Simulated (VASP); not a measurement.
# MgO in VASP: further runs, part 2 of 2

VASP 6.6.1.

## 5. Single point, LDA

This run uses another cell than the first one, of 8.99 Å³/atom.

File INCAR:

```
SYSTEM = MgO
PREC = Accurate
ENCUT = 750
EDIFF = 1E-6
ISMEAR = -1
SIGMA = 0.05
LREAL = .False.
LASPH = .True.
NELM = 120
ALGO = Normal
ISIF = 2
LWAVE = .False.
LCHARG = .False.
GGA = CA
NBANDS = 15
GGA_COMPAT = .False.
```

File KPOINTS:

```
Automatic mesh
0
Gamma
  14 14 14
  0 0 0
```

File POSCAR:

```
MgO
1.0
    2.0795922154      2.0795922154      0.0000000000
   -2.0795922154      2.0795922154      0.0000000000
    0.0000000000      2.0795922154      2.0795922154
Mg O
1 1
Direct
    0.0000000000      0.0000000000      0.0000000000
    0.5000000000      0.5000000000      0.0000000000
```

Potentials or basis: VASP PAW LDA potentials, release 64 (Mg_sv, O).

On the command line:

```bash
$ cat potpaw_LDA.64/Mg_sv/POTCAR potpaw_LDA.64/O/POTCAR > POTCAR
$ mpirun -np 1 vasp_std > vasp.out
```

OUTCAR:

```text
SYSTEM = MgO
   PREC = Accurate
   ENCUT = 750
   EDIFF = 1E-6
   ISMEAR = -1
   LREAL = .False.
   LASPH = .True.
   NELM = 120
   ISIF = 2
   GGA = CA

 ion  position               nearest neighbor table
   1  0.000  0.000  0.000-   2 2.08   2 2.08   2 2.08   2 2.08   2 2.08   2 2.08
   2  0.500  0.500  0.000-   1 2.08   1 2.08   1 2.08   1 2.08   1 2.08   1 2.08

  LATTYP: Found a face centered cubic cell.
 ALAT       =     4.1591844308

  Lattice vectors:

 A1 = (   0.0000000000,   2.0795922154,   2.0795922154)
 A2 = (   2.0795922154,   0.0000000000,   2.0795922154)
 A3 = (   2.0795922154,   2.0795922154,   0.0000000000)

Analysis of symmetry for initial positions (statically):
=====================================================================
 Subroutine PRICEL returns:
 Original cell was already a primitive cell.

 Routine SETGRP: Setting up the symmetry group for a
 face centered cubic supercell.

 Subroutine GETGRP returns: Found 48 space group operations
 (whereof 48 operations were pure point group operations)
 out of a pool of 48 trial point group operations.

The static configuration has the point symmetry O_h .

Analysis of symmetry for dynamics (positions and initial velocities):
=====================================================================
 Subroutine PRICEL returns:
 Original cell was already a primitive cell.

 Routine SETGRP: Setting up the symmetry group for a
 face centered cubic supercell.

 Subroutine GETGRP returns: Found 48 space group operations
 (whereof 48 operations were pure point group operations)
 out of a pool of 48 trial point group operations.

The dynamic configuration has the point symmetry O_h .

 Subroutine INISYM returns: Found 48 space group operations
 (whereof 48 operations are pure point group operations),
 and found     1 'primitive' translations

----------------------------------------------------------------------------------------

                                     Primitive cell

  volume of cell :      17.9872

  direct lattice vectors                    reciprocal lattice vectors
     2.079592215  2.079592215  0.000000000     0.240431752  0.240431752 -0.240431752
    -2.079592215  2.079592215  0.000000000    -0.240431752  0.240431752 -0.240431752
     0.000000000  2.079592215  2.079592215     0.000000000  0.000000000  0.480863504

  length of vectors
     2.940987515  2.940987515  2.940987515     0.416440010  0.416440010  0.480863504

  position of ions in fractional coordinates (direct lattice)
     0.000000000  0.000000000  0.000000000
     0.500000000  0.500000000  0.000000000

  ion indices of the primitive-cell ions
   primitive index   ion index
                 1           1
                 2           2

----------------------------------------------------------------------------------------

 KPOINTS: Automatic mesh

Automatic generation of k-mesh.
 Grid dimensions read from file:
 generate k-points for:   14   14   14

 Generating k-lattice:

  Cartesian coordinates                     Fractional coordinates (reciprocal lattice)
     0.017173697  0.017173697 -0.017173697     0.071428571  0.000000000  0.000000000
    -0.017173697  0.017173697 -0.017173697     0.000000000  0.071428571  0.000000000
     0.000000000  0.000000000  0.034347393     0.000000000  0.000000000  0.071428571

  Length of vectors
     0.029745715  0.029745715  0.034347393

  Shift w.r.t. Gamma in fractional coordinates (k-lattice)
     0.000000000  0.000000000  0.000000000

 Subroutine IBZKPT returns following result:
 ===========================================

 Found    104 irreducible k-points:

 Following reciprocal coordinates:
            Coordinates               Weight
  0.000000  0.000000  0.000000      1.000000
  0.071429  0.000000  0.000000      8.000000
  0.142857  0.000000  0.000000      8.000000
  0.214286  0.000000  0.000000      8.000000
  0.285714  0.000000  0.000000      8.000000
  0.357143  0.000000  0.000000      8.000000
[... 16 lines left out ...]
  0.214286  0.142857  0.000000     24.000000
  0.285714  0.142857  0.000000     24.000000
 [... further k-points ...]
   k-points           NKPTS =    104   k-points in BZ     NKDIM =    104   number of bands    NBANDS=     15
   number of dos      NEDOS =    301   number of ions     NIONS =      2
   total plane-waves  NPLWV =  21952
   dimension x,y,z NGX =    28 NGY =   28 NGZ =   28
   dimension x,y,z NGXF=    56 NGYF=   56 NGZF=   56
   ions per type =               1   1
   NGX,Y,Z   is equivalent  to a cutoff of  15.83, 15.83, 15.83 a.u.
   NGXF,Y,Z  is equivalent  to a cutoff of  31.66, 31.66, 31.66 a.u.
 SYSTEM =  MgO
   PREC   = accura    normal or accurate (medium, high low for compatibility)
   ISTART =      0    job   : 0-new  1-cont  2-samecut
   ICHARG =      2    charge: 1-file 2-atom 10-const
   ISPIN  =      1    spin polarized calculation?
   LNONCOLLINEAR =      F non collinear calculations
   LSORBIT =      F    spin-orbit coupling
   LASPH  =      T    aspherical Exc in radial PAW
   ENCUT  =  750.0 eV  55.12 Ry    7.42 a.u.   6.57  6.57  6.57*2*pi/ulx,y,z
   NELM   =    120;   NELMIN=  2; NELMDL= -5     # of ELM steps
   EDIFF  = 0.1E-05   stopping-criterion for ELM
   LREAL  =      F    real-space projection
   EDIFFG = 0.1E-04   stopping-criterion for IOM
   NSW    =      0    number of steps for IOM
   IBRION =     -1    ionic relax: 0-MD 1-quasi-New 2-CG
   NFREE  =      0    steps in history (QN), initial steepest desc. (CG)
   ISIF   =      2    stress and relaxation
   ISYM   =      2    0-nonsym 1-usesym 2-fastsym
   POTIM  = 0.5000    time-step for ionic-motion
   TEBEG  =    0.0;   TEEND  =   0.0 temperature during run
   PSTRESS=    0.0 pullay stress
   NELECT =      16.0000    total number of electrons
   NUPDOWN=      -1.0000    fix difference up-down
   EMIN   =  10.00;   EMAX   =-10.00  energy-range for DOS
   EFERMI =   0.00;   METHOD = LEGACY
   ISMEAR =    -1;   SIGMA  =   0.05  broadening in eV -4-tet -1-fermi 0-gaus
   EFERMI_NEDOS =   21; number of points for ismear=-14 and -15
   IALGO  =     38    algorithm
   IMIX   =      4    mixing-type and parameters
     AMIX     =   0.40;   BMIX     =  1.00
     AMIX_MAG =   1.60;   BMIX_MAG =  1.00
  volume/ion in A,a.u.               =       8.99        60.69
  Fermi-wavevector in a.u.,A,eV,Ry     =   1.574442  2.975264 33.727038  2.478867
  Thomas-Fermi vector in A             =   2.675576
   LORBIT       =      0    0 simple, 1 ext, 2 COOP (PROOUT), +10 PAW based schemes
   GGA     = CA    functional components
   LHFCALC =     F    Hartree Fock is set to
   AEXX    =    0.0000 exact exchange contribution
   IVDW    =     0    specifies the selected vdW correction
   LEPSILON=     F    determine dielectric tensor
   LRPA    =     F    only Hartree local field effects (RPA)
 non-spin polarized calculation
  energy-cutoff  :      750.00
  volume of cell :       17.99
 maximum number of plane-waves:       872
 NGX is ok and might be reduce to    28
   NGX = 13   NGY = 13   NGZ = 13

 number of electron      15.9999996 magnetization

 Free energy of the ion-electron system (eV)
  ---------------------------------------------------
  ext. energy  EPLUGINS =         0.00000000
  ---------------------------------------------------
  free energy    TOTEN  =       -13.23526547 eV

  energy without entropy =      -13.23526547  energy(sigma->0) =      -13.23526547

 E-fermi :   3.8092     XC(G=0): -12.1306

 val. band max:        2.8610891387   @ k =   0.0000   0.0000   0.0000
 cond. band min:       7.9091674414   @ k =   0.0000   0.0000   0.0000
 fundamental gap:      5.0480783027
 Fermi energy:         3.8092254091

 k-point     1 :       0.0000    0.0000    0.0000
  band No.  band energies     occupation
      1     -68.3531      2.00000
      2     -35.8128      2.00000
      3     -35.8128      2.00000
      4     -35.8128      2.00000
      5     -14.3246      2.00000
      6       2.8611      2.00000
      7       2.8611      2.00000
      8       2.8611      2.00000
      9       7.9092      0.00000
     10      18.5962      0.00000
     11      18.5962      0.00000
     12      18.5962      0.00000
     13      22.7249      0.00000
     14      24.4048      0.00000
     15      24.4048      0.00000
[... 397 lines left out ...]
 k-point    24 :       0.2857    0.1429    0.0000
  band No.  band energies     occupation
      1     -68.3429      2.00000
      2     -35.8888      2.00000
      3     -35.8359      2.00000
      4     -35.8200      2.00000
      5     -13.1454      2.00000
      6      -0.8568      2.00000
      7       1.5447      2.00000
      8       2.2938      2.00000
      9      11.5583      0.00000
     10      14.9483      0.00000
     11      18.1268      0.00000
     12      20.1258      0.00000
     13      22.5731      0.00000
     14      24.5021      0.00000
     15      26.9868      0.00000

 [... further k-points ...]
[... 5 lines left out ...]
  --------------------------------------------------------------------------------------
  -------------------------------------------------------------------------------------
  Total        0.0063935      0.0063935      0.0063935     -0.0000000     -0.0000000      0.0000000
  in kB        0.5694897      0.5694897      0.5694897     -0.0000000     -0.0000000      0.0000000
  external PRESSURE =       0.5694897 kB  Pullay stress =       0.0000000 kB

 VOLUME and BASIS-vectors are now :
 -----------------------------------------------------------------------------
  energy-cutoff  :      750.00
  volume of cell :       17.99
      direct lattice vectors                 reciprocal lattice vectors
     2.079592215  2.079592215  0.000000000     0.240431752  0.240431752 -0.240431752
    -2.079592215  2.079592215  0.000000000    -0.240431752  0.240431752 -0.240431752
     0.000000000  2.079592215  2.079592215     0.000000000  0.000000000  0.480863504

 POSITION                                       TOTAL-FORCE (eV/Angst)
 -----------------------------------------------------------------------------------
      0.00000      0.00000      0.00000        -0.000000     -0.000000      0.000000
      0.00000      2.07959      0.00000         0.000000      0.000000      0.000000
 -----------------------------------------------------------------------------------
    total drift:                               -0.000000      0.000000     -0.000000

  FREE ENERGIE OF THE ION-ELECTRON SYSTEM (eV)
  ---------------------------------------------------
  free  energy   TOTEN  =       -13.2352654741 eV

  energy  without entropy=      -13.2352654741  energy(sigma->0) =      -13.23526547
```

OSZICAR:

```text
N       E                     dE             d eps       ncg     rms          rms(c)
DAV:   1     0.149182056028E+03    0.14918E+03   -0.12807E+04  3120   0.164E+03
DAV:   2    -0.961400109334E+01   -0.15880E+03   -0.15078E+03  3750   0.418E+02
DAV:   3    -0.147910756765E+02   -0.51771E+01   -0.51530E+01  4030   0.736E+01
DAV:   4    -0.148608168375E+02   -0.69741E-01   -0.69733E-01  3666   0.847E+00
DAV:   5    -0.148618569096E+02   -0.10401E-02   -0.10401E-02  3869   0.863E-01    0.846E+00
DAV:   6    -0.132989347358E+02    0.15629E+01   -0.24190E+00  3372   0.150E+01    0.273E+00
DAV:   7    -0.132636477177E+02    0.35287E-01   -0.13373E-01  3694   0.323E+00    0.165E+00
DAV:   8    -0.132363957762E+02    0.27252E-01   -0.42848E-02  3869   0.204E+00    0.338E-01
DAV:   9    -0.132352323198E+02    0.11635E-02   -0.34345E-03  3393   0.519E-01    0.757E-02
DAV:  10    -0.132352730204E+02   -0.40701E-04   -0.13721E-04  4107   0.141E-01    0.352E-02
DAV:  11    -0.132352655559E+02    0.74645E-05   -0.11554E-05  3617   0.374E-02    0.432E-03
DAV:  12    -0.132352654741E+02    0.81765E-07   -0.17196E-07  2183   0.595E-03
   1 F= -.13235265E+02 E0= -.13235265E+02  d E =-.880486E-10
```

stdout:

```text
POSCAR found type information on POSCAR MgO
 POSCAR found :  2 types and       2 ions
 scaLAPACK will be used
 LDA part: xc-table for (Slater(with rela. corr.)+CA(PZ))
 , standard interpolation
 POSCAR, INCAR and KPOINTS ok, starting setup
 FFT: planning ... GRIDC
 FFT: planning ... GRID_SOFT
 FFT: planning ... GRID
 WAVECAR not read
 entering main loop
```

Wall time 22 s (1 thread of Intel Xeon 6975P-C (Granite Rapids), shared host); peak memory 0.17 GiB.

Results:

| Property | Result |
| --- | --- |
| Free energy | -13.2353 eV |
| Pressure | 0.1 GPa |
| Band gap on the k mesh | 5.05 eV |

A k mesh can miss the band edges.

## 6. Single point, LDA (in-plane strain +0.02, then relaxed in part)

File INCAR:

```
SYSTEM = MgO
ALGO = Normal
EDIFF = 1E-6
ENCUT = 750
GGA = CA
GGA_COMPAT = .False.
ISIF = 2
ISMEAR = 0
LASPH = .True.
LCHARG = .True.
LELF = .True.
LREAL = .False.
LVHAR = .True.
LWAVE = .False.
NBANDS = 15
NELM = 120
PREC = Accurate
SIGMA = 0.01
```

File KPOINTS:

```
k-points
0
Gamma
  10 10 10
  0 0 0
```

File POSCAR:

```
MgO
1.0
    2.1211840597      2.1211840597      0.0000000000
   -2.1211840597      2.1211840597      0.0000000000
    0.0000000000      2.1211840597      2.0562278118
Mg O
1 1
Direct
    0.0000000000      0.0000000000      0.0000000000
    0.5000000000      0.5000000000      0.0000000000
```

Potentials or basis: VASP PAW LDA potentials, release 64 (Mg_sv, O).

On the command line:

```bash
$ cat potpaw_LDA.64/Mg_sv/POTCAR potpaw_LDA.64/O/POTCAR > POTCAR
$ mpirun -np 1 vasp_std > vasp.out
```

OUTCAR:

```text
SYSTEM = MgO
   EDIFF = 1E-6
   ENCUT = 750
   GGA = CA
   ISIF = 2
   ISMEAR = 0
   LASPH = .True.
   LREAL = .False.
   NELM = 120
   PREC = Accurate

 ion  position               nearest neighbor table
   1  0.000  0.000  0.000-   2 2.06   2 2.06   2 2.12   2 2.12   2 2.12   2 2.12
   2  0.500  0.500  0.000-   1 2.06   1 2.06   1 2.12   1 2.12   1 2.12   1 2.12

  LATTYP: Found a body centered tetragonal cell.
 ALAT       =     2.9998072655
 C/A-ratio  =     1.3709066149

  Lattice vectors:

 A1 = (   2.1211840597,   0.0000000000,  -2.0562278118)
 A2 = (  -2.1211840597,   0.0000000000,  -2.0562278118)
 A3 = (   0.0000000000,   2.1211840597,   2.0562278118)

Analysis of symmetry for initial positions (statically):
=====================================================================
 Subroutine PRICEL returns:
 Original cell was already a primitive cell.

 Routine SETGRP: Setting up the symmetry group for a
 body centered tetragonal supercell.

 Subroutine GETGRP returns: Found 16 space group operations
 (whereof 16 operations were pure point group operations)
 out of a pool of 16 trial point group operations.

The static configuration has the point symmetry D_4h.

Analysis of symmetry for dynamics (positions and initial velocities):
=====================================================================
 Subroutine PRICEL returns:
 Original cell was already a primitive cell.

 Routine SETGRP: Setting up the symmetry group for a
 body centered tetragonal supercell.

 Subroutine GETGRP returns: Found 16 space group operations
 (whereof 16 operations were pure point group operations)
 out of a pool of 16 trial point group operations.

The dynamic configuration has the point symmetry D_4h.

 Subroutine INISYM returns: Found 16 space group operations
 (whereof 16 operations are pure point group operations),
 and found     1 'primitive' translations

----------------------------------------------------------------------------------------

                                     Primitive cell

  volume of cell :      18.5037

[... 114 lines left out ...]
   LHFCALC =     F    Hartree Fock is set to
   AEXX    =    0.0000 exact exchange contribution
   IVDW    =     0    specifies the selected vdW correction
   LEPSILON=     F    determine dielectric tensor
   LRPA    =     F    only Hartree local field effects (RPA)
 non-spin polarized calculation
 Gauss-broadening in eV      SIGMA  =   0.01
  energy-cutoff  :      750.00
  volume of cell :       18.50
 maximum number of plane-waves:       895
   NGX = 13   NGY = 13   NGZ = 13

 number of electron      15.9999993 magnetization

 Free energy of the ion-electron system (eV)
  ---------------------------------------------------
  ext. energy  EPLUGINS =         0.00000000
  ---------------------------------------------------
  free energy    TOTEN  =       -13.22344918 eV

  energy without entropy =      -13.22344918  energy(sigma->0) =      -13.22344918

 E-fermi :   2.7610     XC(G=0): -11.9814

 val. band max:        2.6722608602   @ k =   0.0000   0.0000   0.0000
 cond. band min:       7.4069228246   @ k =   0.0000   0.0000   0.0000
 fundamental gap:      4.7346619643
 Fermi energy:         2.7609943727

 k-point     1 :       0.0000    0.0000    0.0000
  band No.  band energies     occupation
      1     -68.6500      2.00000
      2     -36.1180      2.00000
      3     -36.1180      2.00000
      4     -36.1044      2.00000
      5     -14.3865      2.00000
      6       2.6007      2.00000
      7       2.6723      2.00000
      8       2.6723      2.00000
      9       7.4069      0.00000
     10      18.1321      0.00000
     11      18.1321      0.00000
     12      18.4647      0.00000
     13      22.2974      0.00000
     14      23.4233      0.00000
[... 401 lines left out ...]
      2     -36.1836      2.00000
      3     -36.1632      2.00000
      4     -36.1294      2.00000
      5     -12.7627      2.00000
      6      -0.9982      2.00000
      7      -0.1005      2.00000
      8       1.6097      2.00000
      9      12.7213      0.00000
     10      14.6028      0.00000
     11      15.0718      0.00000
     12      20.3860      0.00000
     13      21.2593      0.00000
     14      26.5193      0.00000
     15      29.7260      0.00000

 [... further k-points ...]
[... 5 lines left out ...]
  --------------------------------------------------------------------------------------
  -------------------------------------------------------------------------------------
  Total       -0.7552042     -0.7552042      0.0197385      0.0000000     -0.0000000     -0.0000000
  in kB      -65.3908598    -65.3908598      1.7090953      0.0000000     -0.0000000     -0.0000000
  external PRESSURE =     -43.0242081 kB  Pullay stress =       0.0000000 kB

 VOLUME and BASIS-vectors are now :
 -----------------------------------------------------------------------------
  energy-cutoff  :      750.00
  volume of cell :       18.50
      direct lattice vectors                 reciprocal lattice vectors
     2.121184060  2.121184060  0.000000000     0.235717404  0.235717404 -0.243163718
    -2.121184060  2.121184060  0.000000000    -0.235717404  0.235717404 -0.243163718
     0.000000000  2.121184060  2.056227812     0.000000000  0.000000000  0.486327436

 POSITION                                       TOTAL-FORCE (eV/Angst)
 -----------------------------------------------------------------------------------
      0.00000      0.00000      0.00000        -0.000000     -0.000000      0.000000
      0.00000      2.12118      0.00000         0.000000      0.000000      0.000000
 -----------------------------------------------------------------------------------
    total drift:                               -0.000000      0.000000     -0.000000

  FREE ENERGIE OF THE ION-ELECTRON SYSTEM (eV)
  ---------------------------------------------------
  free  energy   TOTEN  =       -13.2234491772 eV

  energy  without entropy=      -13.2234491772  energy(sigma->0) =      -13.22344918
```

stdout:

```text
POSCAR found type information on POSCAR MgO
 POSCAR found :  2 types and       2 ions
 scaLAPACK will be used
 LDA part: xc-table for (Slater(with rela. corr.)+CA(PZ))
 , standard interpolation
 POSCAR, INCAR and KPOINTS ok, starting setup
 FFT: planning ... GRIDC
 FFT: planning ... GRID_SOFT
 FFT: planning ... GRID
 WAVECAR not read
 entering main loop
```

It took 33 s on 1 thread of AMD EPYC 7R13 (Zen 3), shared host; peak memory 0.14 GiB.

What came out:

```yaml
Free_energy: -13.2234 eV
Pressure: -4.3 GPa
Band_gap_on_the_k_mesh: 4.73 eV
```

Caveat: the cell differs from its parent crystal (in-plane strain +0.02, then relaxed in part); the cell stands under tension.

## 7. The runs side by side

| cell | k mesh | smearing | gap on the mesh (eV) | pressure (GPa) |
| --- | --- | --- | --- | --- |
| a = 2.970, b = 2.970, c = 2.947 Å, angles 59.7, 59.7, 90.0°, 2 atoms | 10 × 10 × 10 | gaussian 0.01 eV | 4.89 | -2.3 |
| a = 2.956, b = 2.956, c = 2.944 Å, angles 59.9, 59.9, 90.0°, 2 atoms | 10 × 10 × 10 | gaussian 0.01 eV | 4.97 | -1.1 |
| a = 2.912, b = 2.912, c = 2.935 Å, angles 60.3, 60.3, 90.0°, 2 atoms | 10 × 10 × 10 | gaussian 0.01 eV | 5.17 | 2.7 |
| a = 2.941 Å, angles 60.0, 60.0, 90.0°, 2 atoms | 14 × 14 × 14 | fermi-dirac 0.05 eV | 5.05 | 0.1 |
| a = 3.000, b = 3.000, c = 2.954 Å, angles 59.5, 59.5, 90.0°, 2 atoms | 10 × 10 × 10 | gaussian 0.01 eV | 4.73 | -4.3 |

Alike in all rows: task single point; level LDA; potentials or basis VASP PAW LDA potentials, release 64 (Mg_sv, O); no spin polarisation; cutoff (eV) 750.

Caveats: the cell stands under tension (at least some runs).

Absolute energies hang on the potentials; compare differences alone.
